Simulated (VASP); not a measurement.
A run of VASP 6.6.1 is set up as follows.

Contents of INCAR:

```
PREC     = Accurate       # precision mode
ENCUT    = 520            # plane-wave cutoff, eV
EDIFF    = 1E-7           # SCF threshold, eV
ISMEAR   = 0              # smearing method
SIGMA    = 0.15           # smearing width, eV
LREAL    = F              # projectors in reciprocal space
LASPH    = T              # aspherical terms in the spheres
NELM     = 60             # most SCF steps
ALGO     = Normal         # electronic algorithm
ISIF     = 2              # what is computed and relaxed
LWAVE    = F              # write WAVECAR
LCHARG   = F              # write CHGCAR
GGA      = PS             # functional
NBANDS   = 15             # bands
```

The input KPOINTS:

```
Automatic mesh
0
Gamma
  20 20 20
```

Contents of POSCAR:

```
TiC
1.0
    0.0000000000      2.3508543472      1.8336663908
    2.3508543472      0.0000000000      1.8336663908
    2.3508543472      2.3508543472      0.0000000000
Ti C
1 1
Direct
    0.0000000000      0.0000000000      0.0000000000
    0.5000000000      0.5000000000      0.5000000000
```

Potentials or basis: VASP PAW PBE potentials, release 64 (Ti_sv, C).

The run is started by

```console
$ cat potpaw_PBE.64/Ti_sv/POTCAR potpaw_PBE.64/C/POTCAR > POTCAR
$ mpirun -np 1 vasp_std > vasp.out
```

What does it give for the pressure?

24.2 GPa.

Predict the band gap on the k mesh.

zero (bands 8 and 9 overlap by 2.53 eV).

Stress tensor (GPa, compression positive):
```
-27.17   0.00   0.00
  0.00 -27.17   0.00
  0.00   0.00 126.84
```

Caveat: the stress differs along the axes, from -27 to 127 GPa; the PAW data sets were made with another functional, which shifts forces and pressure a little.
